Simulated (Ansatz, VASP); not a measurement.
# One calculation of TiCo, two programs

The input INCAR:

```
PREC = Accurate ; ENCUT = 690
EDIFF = 1E-6 ; ISMEAR = 0
SIGMA = 0.15 ; LREAL = False
LASPH = True ; NELM = 200
ALGO = Normal ; ISIF = 2
LWAVE = False ; LCHARG = True
ISPIN = 2 ; MAGMOM = 0 0.4
LORBIT = 11 ; LMAXMIX = 4
GGA = PS ; LELF = True
LVHAR = True ; NBANDS = 26
GGA_COMPAT = False
```

KPOINTS

```
regular mesh
0
Gamma
  16 16 16
```

Contents of POSCAR:

```
TiCo
1.0
    2.8368054405      0.0000000000      0.0000000000
    0.0000000000      2.8368054405      0.0000000000
    0.0000000000      0.0000000000      2.8368054405
Ti Co
1 1
Direct
    0.0000000000      0.0000000000      0.0000000000
    0.5000000000      0.5000000000      0.5000000000
```

Input for Ansatz:

```yaml
crystal:
  lattice:
    - [2.8368054405, 0.0, 0.0]
    - [0.0, 2.8368054405, 0.0]
    - [0.0, 0.0, 2.8368054405]
  atoms:
    - { symbol: Ti, position: [0.0, 0.0, 0.0] }
    - { symbol: Co, position: [0.5, 0.5, 0.5], spin: 0.4 }
basis:
  ecutwfc: 420
kpoints:
  mp_grid: { grid: [16, 16, 16] }
hamiltonian:
  xc: pbesol
scf:
  occupations: { method: gaussian, width: 0.15 }
output:
  forces: true
  stress: true
  eigenvalues: true
  populations: true
  write_density: true
  write_potential: true
  elf: true
  volumetric_format: npy
magnetization:
  spin_polarized: true
```

Change from the starting cell: strain -0.050 along x and y, -0.050 along z, atoms carried along.

Alike in both runs: task single point; functional PBEsol; k mesh 16 × 16 × 16; occupations gaussian, width 0.15 eV; collinear spin.

|  | VASP | Ansatz |
| --- | --- | --- |
| version | VASP 6.6.1 | Ansatz 0.2.0 |
| potentials or method | VASP PAW PBE potentials, release 64 (Ti_sv, Co_sv), cutoff 690 eV | scalar-relativistic, plane waves, PAW |
| valence electrons in the cell | 29 | 29 |

VASP gave:

```
gap on the k mesh at the Fermi level (eV)                     : none
pressure (GPa)                                                : 23.3
net moment per atom (μB)                                      : 0.08
size of the moment on the site where the two differ most (μB) : 0.16
```

Question: Estimate Ansatz's values.

Answer: gap on the k mesh at the Fermi level (eV): none; pressure (GPa): 24.2; net moment per atom (μB): 0.08; size of the moment on the site where the two differ most (μB): 0.16.

VASP's potentials were made for PBE, not for PBEsol. Site moments also hang on the region over which each program counts them. A gap of «none» marks a metal or a gap that the smearing closes.
